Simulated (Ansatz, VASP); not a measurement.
## In: VASP beside Ansatz

The input INCAR:

```
SYSTEM = In
ALGO     = Normal         ! electronic algorithm
EDIFF    = 1E-7           ! SCF threshold, eV
EDIFFG   = -0.04          ! ionic threshold
ENCUT    = 600            ! plane-wave cutoff, eV
GGA      = PE             ! functional
IBRION   = 2              ! ionic algorithm
ISIF     = 3              ! what is computed and relaxed
ISMEAR   = 0              ! smearing method
LASPH    = .TRUE.         ! aspherical terms in the spheres
LCHARG   = .FALSE.        ! write CHGCAR
LREAL    = .FALSE.        ! projectors in reciprocal space
LWAVE    = .FALSE.        ! write WAVECAR
NELM     = 80             ! most SCF steps
NSW      = 90             ! ionic steps
PREC     = Accurate       ! precision mode
SIGMA    = 0.1            ! smearing width, eV
```

KPOINTS

```
k-points
0
G
  6 6 4
  0 0 0
```

POSCAR

```
In
1.0
    3.9433789600      0.0000000000      0.0000000000
   -1.9716894800      3.4150663600      0.0000000000
    0.0000000000      0.0000000000      6.2162732100
In
3
Direct
    0.6666666700      0.3333333300      0.7249647000
    0.6666666700      0.3333333300      0.2750353000
    0.0000000000      0.0000000000      0.0000000000
```

Input for Ansatz:

```yaml
crystal:
  lattice:
    - [3.94337896, 0.0, 0.0]
    - [-1.97168948, 3.41506636, 0.0]
    - [0.0, 0.0, 6.21627321]
  atoms:
    - { symbol: In, position: [0.66666667, 0.33333333, 0.7249647] }
    - { symbol: In, position: [0.66666667, 0.33333333, 0.2750353] }
    - { symbol: In, position: [0.0, 0.0, 0.0] }
basis:
  ecutwfc: 420
kpoints:
  mp_grid: { grid: [6, 6, 4] }
hamiltonian:
  xc: pbe
scf:
  occupations: { method: gaussian, width: 0.1 }
  lower_state_search: "off"
output:
  forces: true
  stress: true
  eigenvalues: true
relax:
  adjacent_minimum: "off"
  f_tol: 0.04
  max_steps: 70
  cell: { stress_tol: 0.4 }
```

Alike in both runs: task relaxation of cell and atoms; functional PBE; k mesh 6 × 6 × 4; occupations gaussian, width 0.1 eV; no spin polarisation.

|  | VASP | Ansatz |
| --- | --- | --- |
| version | VASP 6.6.1 | Ansatz 0.2.0 |
| potentials or method | VASP PAW PBE potentials, release 64 (In_d), cutoff 600 eV | scalar-relativistic, plane waves, PAW |
| valence electrons in the cell | 39 | 39 |

Ansatz gave:

- gap on the k mesh at the Fermi level, each at its own relaxed structure (eV): none
- relaxed volume (Å³/atom): 30.65
- relaxed length of the cell vector where the two differ most in proportion (Å): 3.801

Task: What did VASP give for the same quantities?

Result: gap on the k mesh at the Fermi level, each at its own relaxed structure (eV): none; relaxed volume (Å³/atom): 30.97; relaxed length of the cell vector where the two differ most in proportion (Å): 3.821.

A gap of «none» marks a metal or a gap that the smearing closes.
